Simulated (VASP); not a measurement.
Write the native input for VASP 6.6.1 that does the following.

```yaml
Task: single point
Functional: PBEsol
Potentials_or_basis: VASP PAW PBE potentials, release 64 (Be, S)
Cutoff: 600 eV
k_mesh: 8 × 8 × 8
Occupations: gaussian, width 0.1 eV
Spin: no spin polarisation
Dipole_correction: no
Further_INCAR_settings: ALGO = Normal; EDIFF = 1e-06; NBANDS = 11
```

The structure of BeS lies in POSCAR:

```
BeS
1.0
    0.0000000000      2.4140345505      2.4140345505
    2.4140345505      0.0000000000      2.4140345505
    2.4140345505      2.4140345505      0.0000000000
Be S
1 1
Direct
    0.0000000000      0.0000000000      0.0000000000
    0.2500000000      0.2500000000      0.2500000000
```

These files were run (other wordings do the same):

INCAR

```
SYSTEM = BeS
PREC     = Accurate       ! precision mode
ENCUT    = 600            ! plane-wave cutoff, eV
EDIFF    = 1E-6           ! SCF threshold, eV
ISMEAR   = 0              ! smearing method
SIGMA    = 0.1            ! smearing width, eV
LREAL    = .False.        ! projectors in reciprocal space
LASPH    = .True.         ! aspherical terms in the spheres
NELM     = 120            ! most SCF steps
ALGO     = Normal         ! electronic algorithm
ISIF     = 2              ! what is computed and relaxed
LWAVE    = .False.        ! write WAVECAR
LCHARG   = .False.        ! write CHGCAR
GGA      = PS             ! functional
NBANDS   = 11             ! bands
GGA_COMPAT= .False.
```

KPOINTS

```
Automatic mesh
0
Gamma
  8 8 8
  0 0 0
```

Potentials or basis: VASP PAW PBE potentials, release 64 (Be, S).

Launch:

```sh
$ cat potpaw_PBE.64/Be/POTCAR potpaw_PBE.64/S/POTCAR > POTCAR
$ mpirun -np 1 vasp_std > vasp.out
```

It gave:

```json
{
  "Pressure": "0.8 GPa",
  "Band gap on the k mesh": "2.90 eV (least direct gap 5.60 eV)"
}
```

Caveat: the PAW data sets were made with another functional, which shifts forces and pressure a little.

It took 9.4 s on 1 thread of AMD EPYC 7R43 64-Core Processor (Zen 3), with other jobs on the host, peak memory 0.12 GiB.
